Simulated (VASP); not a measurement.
# In4Ge (Pm-3m) in VASP: further runs

Runs on In4Ge. Level: PBE. Tasks: single point, relaxation of cell and atoms.

Everything below comes from runs of VASP 6.6.1. Logs are shortened: lines on timing, memory, paths and dates and some standing lists are left out, and cuts for length are marked.

**1. The cell of the first run**

The structure is cubic, space group Pm-3m (No. 221). Conventional cell: a = 5.461 Å, b = 5.461 Å, c = 5.461 Å, α = 90.00°, β = 90.00°, γ = 90.00°. Within 5.1 Å of In (site symmetry m-3m) lie 12 In at 3.86 Å and 8 Ge at 4.73 Å. In (site symmetry 4/mmm) has 2 Ge at 2.73 Å within 3.6 Å. Ge (site symmetry m-3m) has 6 In at 2.73 Å within 3.6 Å.

The cell was built from a structure type or drawn by symmetry, and may not be a known phase.

**2. Single point, PBE**

Input file INCAR:

```
PREC = Accurate ; ENCUT = 520
EDIFF = 1E-7 ; ISMEAR = 0
SIGMA = 0.1 ; LREAL = False
LASPH = True ; NELM = 80
ALGO = Fast ; ISIF = 2
LWAVE = False ; LCHARG = True
GGA = PE ; LELF = True
LVHAR = True ; NBANDS = 41
```

Input file KPOINTS:

```
Automatic mesh
0
Gamma
  8 8 8
```

Input file POSCAR:

```
In4Ge
1.0
    5.4605174436      0.0000000000      0.0000000000
    0.0000000000      5.4605174436      0.0000000000
    0.0000000000      0.0000000000      5.4605174436
In Ge
4 1
Direct
    0.5000000000      0.5000000000      0.5000000000
    0.5000000000      0.0000000000      0.0000000000
    0.0000000000      0.5000000000      0.0000000000
    0.0000000000      0.0000000000      0.5000000000
    0.0000000000      0.0000000000      0.0000000000
```

Potentials or basis: VASP PAW PBE potentials, release 64 (In_d, Ge_d).

Run with:

```sh
cat potpaw_PBE.64/In_d/POTCAR potpaw_PBE.64/Ge_d/POTCAR > POTCAR
mpirun -np 1 vasp_std > vasp.out
```

OUTCAR:

```text
PREC = Accurate
   ENCUT = 520
   EDIFF = 1E-7
   ISMEAR = 0
   LREAL = False
   LASPH = True
   NELM = 80
   ISIF = 2
   GGA = PE

 ion  position               nearest neighbor table
   1  0.500  0.500  0.500-   2 3.86   3 3.86   4 3.86   2 3.86   3 3.86   2 3.86   4 3.86   2 3.86
                             3 3.86   4 3.86   3 3.86   4 3.86
   2  0.500  0.000  0.000-   5 2.73   5 2.73   4 3.86   1 3.86   1 3.86   4 3.86   1 3.86   3 3.86
                             1 3.86   3 3.86   4 3.86   3 3.86   4 3.86   3 3.86
   3  0.000  0.500  0.000-   5 2.73   5 2.73   4 3.86   1 3.86   1 3.86   4 3.86   2 3.86   4 3.86
                             2 3.86   4 3.86   1 3.86   2 3.86   1 3.86   2 3.86
   4  0.000  0.000  0.500-   5 2.73   5 2.73   3 3.86   1 3.86   2 3.86   3 3.86   2 3.86   1 3.86
                             3 3.86   3 3.86   1 3.86   2 3.86   2 3.86   1 3.86
   5  0.000  0.000  0.000-   2 2.73   3 2.73   4 2.73   4 2.73   3 2.73   2 2.73

  LATTYP: Found a simple cubic cell.
 ALAT       =     5.4605174436

  Lattice vectors:

 A1 = (   5.4605174436,   0.0000000000,   0.0000000000)
 A2 = (   0.0000000000,   5.4605174436,   0.0000000000)
 A3 = (   0.0000000000,   0.0000000000,   5.4605174436)

Analysis of symmetry for initial positions (statically):
=====================================================================
 Subroutine PRICEL returns:
 Original cell was already a primitive cell.

 Routine SETGRP: Setting up the symmetry group for a
 simple cubic supercell.

 Subroutine GETGRP returns: Found 48 space group operations
 (whereof 48 operations were pure point group operations)
 out of a pool of 48 trial point group operations.

The static configuration has the point symmetry O_h .

Analysis of symmetry for dynamics (positions and initial velocities):
=====================================================================
 Subroutine PRICEL returns:
 Original cell was already a primitive cell.

 Routine SETGRP: Setting up the symmetry group for a
 simple cubic supercell.

 Subroutine GETGRP returns: Found 48 space group operations
 (whereof 48 operations were pure point group operations)
 out of a pool of 48 trial point group operations.

The dynamic configuration has the point symmetry O_h .

 Subroutine INISYM returns: Found 48 space group operations
 (whereof 48 operations are pure point group operations),
 and found     1 'primitive' translations

----------------------------------------------------------------------------------------

[... 103 lines left out ...]
   NFREE  =      0    steps in history (QN), initial steepest desc. (CG)
   ISIF   =      2    stress and relaxation
   ISYM   =      2    0-nonsym 1-usesym 2-fastsym
   POTIM  = 0.5000    time-step for ionic-motion
   TEBEG  =    0.0;   TEEND  =   0.0 temperature during run
   PSTRESS=    0.0 pullay stress
   NELECT =      66.0000    total number of electrons
   NUPDOWN=      -1.0000    fix difference up-down
   EMIN   =  10.00;   EMAX   =-10.00  energy-range for DOS
   EFERMI =   0.00;   METHOD = LEGACY
   ISMEAR =     0;   SIGMA  =   0.10  broadening in eV -4-tet -1-fermi 0-gaus
   EFERMI_NEDOS =   21; number of points for ismear=-14 and -15
   IALGO  =     68    algorithm
   IMIX   =      4    mixing-type and parameters
     AMIX     =   0.40;   BMIX     =  1.00
     AMIX_MAG =   1.60;   BMIX_MAG =  1.00
  volume/ion in A,a.u.               =      32.56       219.75
  Fermi-wavevector in a.u.,A,eV,Ry     =   1.211590  2.289573 19.972676  1.467950
  Thomas-Fermi vector in A             =   2.347101
   LORBIT       =      0    0 simple, 1 ext, 2 COOP (PROOUT), +10 PAW based schemes
   GGA     = PE    functional components
   LHFCALC =     F    Hartree Fock is set to
   AEXX    =    0.0000 exact exchange contribution
   IVDW    =     0    specifies the selected vdW correction
   LEPSILON=     F    determine dielectric tensor
   LRPA    =     F    only Hartree local field effects (RPA)
 non-spin polarized calculation
 RMM-DIIS sequential band-by-band and
 Gauss-broadening in eV      SIGMA  =   0.10
  energy-cutoff  :      520.00
  volume of cell :      162.82
 maximum number of plane-waves:      4428
 NGX is ok and might be reduce to    42
   NGX = 21   NGY = 21   NGZ = 21

 number of electron      66.0000005 magnetization

 Free energy of the ion-electron system (eV)
  ---------------------------------------------------
  ext. energy  EPLUGINS =         0.00000000
  ---------------------------------------------------
  free energy    TOTEN  =       -13.10812891 eV

  energy without entropy =      -13.08413322  energy(sigma->0) =      -13.09613107

 E-fermi :   4.7712     XC(G=0):  -9.0179

 val. band max:        4.7512710403   @ k =   0.5000   0.0000   0.0000
 cond. band min:       4.7780733030   @ k =   0.5000   0.2500   0.2500
 fundamental gap:      0.0268022626
 Fermi energy:         4.7712182632

 k-point     1 :       0.0000    0.0000    0.0000
  band No.  band energies     occupation
      1     -19.8329      2.00000
      2     -19.8329      2.00000
      3     -19.8033      2.00000
      4     -19.8033      2.00000
      5     -19.8033      2.00000
      6     -10.1092      2.00000
[... 1045 lines left out ...]
     40       8.6891      0.00000
     41       9.2496      0.00000

 [... further k-points ...]

------------------------ aborting loop because EDIFF is reached ----------------------------------------

  FORCE on cell =-STRESS in cart. coord.  units (eV):
  Direction    XX          YY          ZZ          XY          YZ          ZX
  --------------------------------------------------------------------------------------
  -------------------------------------------------------------------------------------
  Total       -0.0205811     -0.0205811     -0.0205811      0.0000000      0.0000000      0.0000000
  in kB       -0.2025247     -0.2025247     -0.2025247      0.0000000      0.0000000      0.0000000
  external PRESSURE =      -0.2025247 kB  Pullay stress =       0.0000000 kB

 VOLUME and BASIS-vectors are now :
 -----------------------------------------------------------------------------
  energy-cutoff  :      520.00
  volume of cell :      162.82
      direct lattice vectors                 reciprocal lattice vectors
     5.460517444  0.000000000  0.000000000     0.183132828  0.000000000  0.000000000
     0.000000000  5.460517444  0.000000000     0.000000000  0.183132828  0.000000000
     0.000000000  0.000000000  5.460517444     0.000000000  0.000000000  0.183132828

 POSITION                                       TOTAL-FORCE (eV/Angst)
 -----------------------------------------------------------------------------------
      2.73026      2.73026      2.73026         0.000000      0.000000      0.000000
      2.73026      0.00000      0.00000         0.000000      0.000000      0.000000
      0.00000      2.73026      0.00000         0.000000      0.000000      0.000000
      0.00000      0.00000      2.73026         0.000000      0.000000      0.000000
      0.00000      0.00000      0.00000         0.000000      0.000000      0.000000
 -----------------------------------------------------------------------------------
    total drift:                                0.000000      0.000000     -0.000000

  FREE ENERGIE OF THE ION-ELECTRON SYSTEM (eV)
  ---------------------------------------------------
  free  energy   TOTEN  =       -13.1081289122 eV

  energy  without entropy=      -13.0841332208  energy(sigma->0) =      -13.09613107
```

OSZICAR:

```text
N       E                     dE             d eps       ncg     rms          rms(c)
DAV:   1     0.670055542694E+03    0.67006E+03   -0.31950E+04  3254   0.259E+03
DAV:   2     0.868880234202E+02   -0.58317E+03   -0.57035E+03  2870   0.683E+02
DAV:   3    -0.775321316380E+01   -0.94641E+02   -0.92959E+02  3322   0.224E+02
DAV:   4    -0.134982011829E+02   -0.57450E+01   -0.57283E+01  3267   0.618E+01
[... 21 lines left out ...]
RMM:  26    -0.131081309735E+02    0.47286E-06   -0.19009E-07  2560   0.365E-03    0.427E-02
RMM:  27    -0.131081299498E+02    0.10237E-05   -0.37693E-07  2961   0.660E-03    0.250E-02
RMM:  28    -0.131081292144E+02    0.73538E-06   -0.27316E-07  2474   0.516E-03    0.120E-02
RMM:  29    -0.131081289153E+02    0.29917E-06   -0.92884E-08  2252   0.263E-03    0.648E-03
RMM:  30    -0.131081289122E+02    0.30996E-08   -0.58932E-08  2188   0.183E-03
   1 F= -.13108129E+02 E0= -.13096131E+02  d E =-.239957E-01
```

stdout:

```text
POSCAR found type information on POSCAR InGe
 POSCAR found :  2 types and       5 ions
 scaLAPACK will be used
 LDA part: xc-table for (Slater+PW92), standard interpolation
[... 16 lines left out ...]
 num prob  num prob  num prob  num prob  num prob  num prob RMM:  27    -0.131081299498E+02    0.10237E-05   -0.37693E-07  2961   0.660E-03    0.250E-02
 num prob  num prob  num prob  num prob  num prob  num prob  num prob  num prob  num prob  num prob  num prob RMM:  28    -0.131081292144E+02    0.73538E-06   -0.27316E-07  2474   0.516E-03    0.120E-02
WARNING in EDDRMM: call to ZHEGV failed, returncode =   8  4     29
 num prob  num prob  num prob  num prob  num prob  num prob  num prob RMM:  29    -0.131081289153E+02    0.29917E-06   -0.92884E-08  2252   0.263E-03    0.648E-03
 num prob  num prob  num prob  num prob  num prob  num prob  num prob  num prob  num prob  num prob  num prob  num prob  num prob  num prob RMM:  30    -0.131081289122E+02    0.30996E-08   -0.58932E-08  2188   0.183E-03
```

Run time: 4.9 min. Hardware: 1 thread of Intel Xeon 6975P-C (Granite Rapids), shared host; peak memory 0.37 GiB.

Results:

- Free energy: -13.1081 eV
- Pressure: 0.0 GPa
- Band gap on the k mesh: zero (bands 33 and 34 overlap by 0.78 eV)

Caveat: spin-orbit coupling is left out, which moves the levels of the heavy elements.

**3. Relaxation of cell and atoms, PBE**

This run uses another cell than the first one, of 33.21 Å³/atom.

Input file INCAR:

```
SYSTEM = In4Ge
PREC = Accurate
ENCUT = 600
EDIFF = 1E-6
ISMEAR = 0
SIGMA = 0.1
LREAL = .False.
LASPH = .True.
NELM = 80
ALGO = Fast
ISIF = 3
LWAVE = .False.
LCHARG = .False.
GGA = PE
IBRION = 2
NSW = 100
EDIFFG = -0.01
```

Input file KPOINTS:

```
regular mesh
0
Gamma
  8 8 8
  0 0 0
```

Edit POSCAR of step 2 so:

```diff
@@ -2,5 +2,5 @@
 1.0
-    5.4605174436      0.0000000000      0.0000000000
-    0.0000000000      5.4605174436      0.0000000000
-    0.0000000000      0.0000000000      5.4605174436
+    5.4964566784      0.0000000000      0.0000000000
+    0.0000000000      5.4964566784      0.0000000000
+    0.0000000000      0.0000000000      5.4964566784
 In Ge
```

Potentials or basis: VASP PAW PBE potentials, release 64 (In_d, Ge_d).

Run with:

```sh
cat potpaw_PBE.64/In_d/POTCAR potpaw_PBE.64/Ge_d/POTCAR > POTCAR
mpirun -np 1 vasp_std > vasp.out
```

OUTCAR:

```text
SYSTEM = In4Ge
   PREC = Accurate
   ENCUT = 600
   EDIFF = 1E-6
   ISMEAR = 0
   LREAL = .False.
   LASPH = .True.
   NELM = 80
   ISIF = 3
   GGA = PE
   IBRION = 2
   NSW = 100
   EDIFFG = -0.01

 ion  position               nearest neighbor table
   1  0.500  0.500  0.500-   2 3.89   3 3.89   4 3.89   2 3.89   3 3.89   2 3.89   4 3.89   2 3.89
                             3 3.89   4 3.89   3 3.89   4 3.89
   2  0.500  0.000  0.000-   5 2.75   5 2.75   4 3.89   1 3.89   1 3.89   4 3.89   1 3.89   3 3.89
                             1 3.89   3 3.89   4 3.89   3 3.89   4 3.89   3 3.89
   3  0.000  0.500  0.000-   5 2.75   5 2.75   4 3.89   1 3.89   1 3.89   4 3.89   2 3.89   4 3.89
                             2 3.89   4 3.89   1 3.89   2 3.89   1 3.89   2 3.89
   4  0.000  0.000  0.500-   5 2.75   5 2.75   3 3.89   1 3.89   2 3.89   3 3.89   2 3.89   1 3.89
                             3 3.89   3 3.89   1 3.89   2 3.89   2 3.89   1 3.89
   5  0.000  0.000  0.000-   2 2.75   3 2.75   4 2.75   4 2.75   3 2.75   2 2.75

  LATTYP: Found a simple cubic cell.
 ALAT       =     5.4964566784

  Lattice vectors:

 A1 = (   5.4964566784,   0.0000000000,   0.0000000000)
 A2 = (   0.0000000000,   5.4964566784,   0.0000000000)
 A3 = (   0.0000000000,   0.0000000000,   5.4964566784)

Analysis of symmetry for initial positions (statically):
=====================================================================
 Subroutine PRICEL returns:
 Original cell was already a primitive cell.

 Routine SETGRP: Setting up the symmetry group for a
 simple cubic supercell.

 Subroutine GETGRP returns: Found 48 space group operations
 (whereof 48 operations were pure point group operations)
 out of a pool of 48 trial point group operations.

The static configuration has the point symmetry O_h .

Analysis of symmetry for dynamics (positions and initial velocities):
=====================================================================
 Subroutine PRICEL returns:
 Original cell was already a primitive cell.

 Routine SETGRP: Setting up the symmetry group for a
 simple cubic supercell.

 Subroutine GETGRP returns: Found 48 space group operations
[... 141 lines left out ...]
 non-spin polarized calculation
 RMM-DIIS sequential band-by-band and
 Gauss-broadening in eV      SIGMA  =   0.10
  energy-cutoff  :      600.00
  volume of cell :      166.05
 maximum number of plane-waves:      5574
 NGX is ok and might be reduce to    48
   NGX = 21   NGY = 21   NGZ = 21

--------------------------------------- Ionic step        1  -------------------------------------------

 number of electron      65.9999982 magnetization

 Free energy of the ion-electron system (eV)
  ---------------------------------------------------
  ext. energy  EPLUGINS =         0.00000000
  ---------------------------------------------------
  free energy    TOTEN  =       -13.10427767 eV

  energy without entropy =      -13.08072984  energy(sigma->0) =      -13.09250375

------------------------ aborting loop because EDIFF is reached ----------------------------------------

  FORCE on cell =-STRESS in cart. coord.  units (eV):
  Direction    XX          YY          ZZ          XY          YZ          ZX
  --------------------------------------------------------------------------------------
  -------------------------------------------------------------------------------------
  Total       -0.4105206     -0.4105206     -0.4105206      0.0000000      0.0000000      0.0000000
  in kB       -3.9609295     -3.9609295     -3.9609295      0.0000000      0.0000000      0.0000000
  external PRESSURE =      -3.9609295 kB  Pullay stress =       0.0000000 kB
[... 65 lines left out ...]
--------------------------------------- Ionic step        3  -------------------------------------------

 number of electron      65.9999982 magnetization

 Free energy of the ion-electron system (eV)
  ---------------------------------------------------
  ext. energy  EPLUGINS =         0.00000000
  ---------------------------------------------------
  free energy    TOTEN  =       -13.10843485 eV

  energy without entropy =      -13.08446952  energy(sigma->0) =      -13.09645218

 E-fermi :   4.7566     XC(G=0):  -9.0102

 val. band max:        4.7385557252   @ k =   0.5000   0.0000   0.0000
 cond. band min:       4.7620869533   @ k =   0.5000   0.2500   0.2500
 fundamental gap:      0.0235312281
 Fermi energy:         4.7565579820

 k-point     1 :       0.0000    0.0000    0.0000
  band No.  band energies     occupation
      1     -19.8450      2.00000
      2     -19.8450      2.00000
      3     -19.8155      2.00000
      4     -19.8155      2.00000
      5     -19.8155      2.00000
      6     -10.1203      2.00000
[... 997 lines left out ...]
     38       7.6162      0.00000
     39       7.8418      0.00000

 [... further k-points ...]

------------------------ aborting loop because EDIFF is reached ----------------------------------------

  FORCE on cell =-STRESS in cart. coord.  units (eV):
  Direction    XX          YY          ZZ          XY          YZ          ZX
  --------------------------------------------------------------------------------------
  -------------------------------------------------------------------------------------
  Total       -0.0061493     -0.0061493     -0.0061493      0.0000000      0.0000000      0.0000000
  in kB       -0.0604050     -0.0604050     -0.0604050      0.0000000      0.0000000      0.0000000
  external PRESSURE =      -0.0604050 kB  Pullay stress =       0.0000000 kB
[... 20 lines left out ...]
  FREE ENERGIE OF THE ION-ELECTRON SYSTEM (eV)
  ---------------------------------------------------
  free  energy   TOTEN  =       -13.1084348457 eV

  energy  without entropy=      -13.0844695209  energy(sigma->0) =      -13.09645218

 reached required accuracy - stopping structural energy minimisation
```

OSZICAR:

```text
N       E                     dE             d eps       ncg     rms          rms(c)
DAV:   1     0.693541652164E+03    0.69354E+03   -0.34760E+04  3049   0.294E+03
DAV:   2     0.911295374516E+02   -0.60241E+03   -0.59132E+03  2730   0.763E+02
DAV:   3    -0.731281287220E+01   -0.98442E+02   -0.96846E+02  3115   0.241E+02
[... 40 lines left out ...]
RMM:   7    -0.131084290314E+02   -0.27070E-05   -0.67732E-05  3306   0.509E-02    0.117E-02
RMM:   8    -0.131084321632E+02   -0.31318E-05   -0.40010E-05  2696   0.325E-02    0.938E-03
RMM:   9    -0.131084334020E+02   -0.12387E-05   -0.18133E-05  2208   0.210E-02    0.921E-03
RMM:  10    -0.131084339994E+02   -0.59739E-06   -0.11500E-05  2087   0.144E-02    0.249E-03
RMM:  11    -0.131084348457E+02   -0.84640E-06   -0.64000E-06  2017   0.120E-02
   3 F= -.13108435E+02 E0= -.13096452E+02  d E =-.415718E-02
```

Wall time 9 min (1 thread of Intel Xeon 6975P-C (Granite Rapids), shared host); peak memory 0.49 GiB.

What came out:

| Property | Result |
| --- | --- |
| Free energy | -13.1084 eV |
| Relaxed volume | 32.62 Å³/atom |
| Relaxed cell | a = 5.464 Å, b = 5.464 Å, c = 5.464 Å, α = 90.00°, β = 90.00°, γ = 90.00° |
| Space group after relaxing (to 0.1 Å) | Pm-3m (No. 221) |
| Energy gained by relaxing | 0.8 meV/atom |
| Ionic steps | 3 |
| Pressure after relaxing | 0.0 GPa |
| Band gap on the k mesh | zero (bands 33 and 34 overlap by 0.78 eV) |

Step by step:
| step | energy change (eV) | largest force (eV/Å) | pressure (GPa) | volume (Å³) |
| --- | --- | --- | --- | --- |
| 1 | 0.0000 | 0.0000 | -0.40 | 166.05 |
| 2 | -0.0036 | 0.0000 | -0.17 | 164.09 |
| 3 | -0.0042 | 0.0000 | -0.01 | 163.10 |

Final structure:
```cif
data_structure
_symmetry_space_group_name_H-M 'P 1'
_symmetry_Int_Tables_number 1
_cell_length_a 5.4637
_cell_length_b 5.4637
_cell_length_c 5.4637
_cell_angle_alpha 90.000
_cell_angle_beta 90.000
_cell_angle_gamma 90.000
_cell_volume 163.10
loop_
_atom_site_label
_atom_site_type_symbol
_atom_site_fract_x
_atom_site_fract_y
_atom_site_fract_z
_atom_site_occupancy
In1 In 0.50000 0.50000 0.50000 1
In2 In 0.50000 0.00000 0.00000 1
In3 In 0.00000 0.50000 0.00000 1
In4 In 0.00000 0.00000 0.50000 1
Ge1 Ge 0.00000 0.00000 0.00000 1
```

Caveat: spin-orbit coupling is left out, which moves the levels of the heavy elements.
